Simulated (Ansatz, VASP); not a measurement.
## Two plane-wave programs on TiO2

Contents of INCAR:

```
SYSTEM = TiO2
ALGO = Normal ; EDIFF = 1E-6
ENCUT = 520 ; GGA = PE
ISIF = 2 ; ISMEAR = -1
LASPH = .True. ; LCHARG = .False.
LDAU = .True. ; LDAUJ = 0 0
LDAUL = 2 -1 ; LDAUPRINT = 1
LDAUTYPE = 2 ; LDAUU = 6 0
LMAXMIX = 4 ; LREAL = .False.
LWAVE = .False. ; NBANDS = 33
NELM = 150 ; PREC = Accurate
SIGMA = 0.05
```

KPOINTS

```
k-points
0
Gamma
  6 6 9
  0 0 0
```

Contents of POSCAR:

```
TiO2
1.0
    4.5998373239      0.0000000000      0.0000000000
    0.0000000000      4.5998373239      0.0000000000
    0.0000000000      0.0000000000      2.9592135600
Ti O
2 4
Direct
    0.0000000000      0.0000000000      0.5000000000
    0.5000000000      0.5000000000      0.0000000000
    0.3043213200      0.3043213200      0.5000000000
    0.1956786800      0.8043213200      0.0000000000
    0.8043213200      0.1956786800      0.0000000000
    0.6956786800      0.6956786800      0.5000000000
```

The input input.yaml:

```yaml
crystal:
  lattice:
    - [4.5998373239, 0.0, 0.0]
    - [0.0, 4.5998373239, 0.0]
    - [0.0, 0.0, 2.95921356]
  atoms:
    - { symbol: Ti, position: [0.0, 0.0, 0.5] }
    - { symbol: Ti, position: [0.5, 0.5, 0.0] }
    - { symbol: O, position: [0.30432132, 0.30432132, 0.5] }
    - { symbol: O, position: [0.19567868, 0.80432132, 0.0] }
    - { symbol: O, position: [0.80432132, 0.19567868, 0.0] }
    - { symbol: O, position: [0.69567868, 0.69567868, 0.5] }
hamiltonian:
  xc: pbe
  pseudopotentials: { kind: paw }
  hubbard: { sites: [{ species: Ti, l: d, u_eff: 6.0 }] }
kpoints:
  mp_grid: { grid: [6, 6, 9] }
  band_path:
    path:
      - [[0.0, 0.0, 0.0], [0.0, 0.5, 0.0], [0.5, 0.5, 0.0], [0.0, 0.0, 0.0], [0.0, 0.0, 0.5], [0.0, 0.5, 0.5], [0.5, 0.5, 0.5], [0.0, 0.0, 0.5]]
      - [[0.0, 0.5, 0.0], [0.0, 0.5, 0.5]]
      - [[0.5, 0.5, 0.0], [0.5, 0.5, 0.5]]
    npoints: 14
scf:
  occupations: { method: fermi_dirac, width: 0.05 }
  n_extra_bands: 15
output:
  forces: true
  stress: true
  eigenvalues: true
  fatbands: true
```

Alike in both runs: functional PBE; k mesh 6 × 6 × 9; occupations fermi-dirac, width 0.05 eV; no spin polarisation; Hubbard terms Ti d U = 6.0 eV.

|  | VASP | Ansatz |
| --- | --- | --- |
| version | VASP 6.6.1 | Ansatz 0.2.0 |
| potentials or method | VASP PAW PBE potentials, release 64 (Ti_sv, O) | Ansatz PAW |
| plane-wave cutoff (eV) | 520 | 420 |
| valence electrons in the cell | 48 | 48 |
| task | single point | band structure |

VASP gave:

* gap on the k mesh at the Fermi level (eV): 2.63
* least direct gap on the mesh (eV): 2.66
* pressure (GPa): 16.2
* traceless stress, the component that is largest in VASP (GPa): 4.72
* rms of the force components (eV/Å): 0.092

Q: Which values does Ansatz return?

A: gap on the k mesh at the Fermi level (eV): 2.56; least direct gap on the mesh (eV): 2.65; pressure (GPa): 10.0; traceless stress, the component that is largest in VASP (GPa): 4.19; rms of the force components (eV/Å): 0.005.

The programs project onto different local orbitals, so the same U acts differently, and such runs can settle in different states. Atom by atom the forces differ by 0.097 eV/Å (rms over components).
